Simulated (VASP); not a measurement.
A run of VASP 6.6.1:

INCAR

```
SYSTEM = AlP
PREC     = Accurate       ! precision mode
ENCUT    = 500            ! plane-wave cutoff, eV
EDIFF    = 1E-6           ! SCF threshold, eV
ISMEAR   = -1             ! smearing method
SIGMA    = 0.01           ! smearing width, eV
LREAL    = .False.        ! projectors in reciprocal space
LASPH    = .True.         ! aspherical terms in the spheres
NELM     = 120            ! most SCF steps
ALGO     = Normal         ! electronic algorithm
ISIF     = 2              ! what is computed and relaxed
LWAVE    = .False.        ! write WAVECAR
LCHARG   = .False.        ! write CHGCAR
GGA      = PE             ! functional
NBANDS   = 11             ! bands
GGA_COMPAT= .False.
```

File KPOINTS:

```
Automatic mesh
0
Gamma
  6 6 6
  0 0 0
```

The input POSCAR:

```
AlP
1.0
    0.0000000000      2.7255000000      2.7255000000
    2.7255000000      0.0000000000      2.7255000000
    2.7255000000      2.7255000000      0.0000000000
Al P
1 1
Direct
    0.0000000000      0.0000000000      0.0000000000
    0.2500000000      0.2500000000      0.2500000000
```

Potentials or basis: VASP PAW PBE potentials, release 64 (Al, P).

Launch:

```console
$ cat potpaw_PBE.64/Al/POTCAR potpaw_PBE.64/P/POTCAR > POTCAR
$ mpirun -np 1 vasp_std > vasp.out
```

Hardware: 1 thread of Intel(R) Xeon(R) Platinum 8259CL CPU @ 2.50GHz (Skylake/Cascade Lake), on a shared host.

Q: How long does it take, and how much memory?

A: Wall time 9 s on 1 thread of Intel(R) Xeon(R) Platinum 8259CL CPU @ 2.50GHz (Skylake/Cascade Lake), with other jobs on the host, peak memory 0.14 GiB. Counts: scf iterations 12, k points 16.
